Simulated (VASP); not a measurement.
Write the native input for VASP 6.6.1 that does the following.

```yaml
Task: single point
Functional: PBE
Potentials_or_basis: VASP PAW PBE potentials, release 64 (Fe, O)
Cutoff: 520 eV
k_mesh: 12 × 12 × 12
Occupations: fermi-dirac, width 0.05 eV
Spin: no spin polarisation
Dipole_correction: no
Further_INCAR_settings: ALGO = Normal; EDIFF = 1e-06; NBANDS = 14
```

The structure of FeO lies in POSCAR:

```
FeO
1.0
   -1.6021034130      1.6021034130      2.0833922500
    1.6021034130     -1.6021034130      2.0833922500
    1.6021034130      1.6021034130     -2.0833922500
Fe O
1 1
Direct
    0.0000000000      0.0000000000      0.0000000000
    0.5000000000      0.5000000000      0.0000000000
```

The input as run:

INCAR

```
SYSTEM = FeO
  PREC = Accurate
  ENCUT = 520
  EDIFF = 1E-6
  ISMEAR = -1
  SIGMA = 0.05
  LREAL = .FALSE.
  LASPH = .TRUE.
  NELM = 100
  ALGO = Normal
  ISIF = 2
  LWAVE = .FALSE.
  LCHARG = .FALSE.
  GGA = PE
  NBANDS = 14
```

KPOINTS

```
Automatic mesh
0
G
  12 12 12
  0 0 0
```

Potentials or basis: VASP PAW PBE potentials, release 64 (Fe, O).

Launch:

```bash
$ cat potpaw_PBE.64/Fe/POTCAR potpaw_PBE.64/O/POTCAR > POTCAR
$ mpirun -np 1 vasp_std > vasp.out
```

Results of the run:

- Pressure: -29.4 GPa
- Band gap on the k mesh: zero (bands 7 and 8 overlap by 0.88 eV)

Caveat: the cell stands under tension; the run has no spin polarisation, though such a crystal can be magnetic; semilocal functionals often make such compounds metallic where correlation or magnetic order opens a gap, which also shifts bond lengths.

Wall time 78 s on 1 thread of Intel Xeon 8259CL (shared host), peak memory 0.17 GiB.
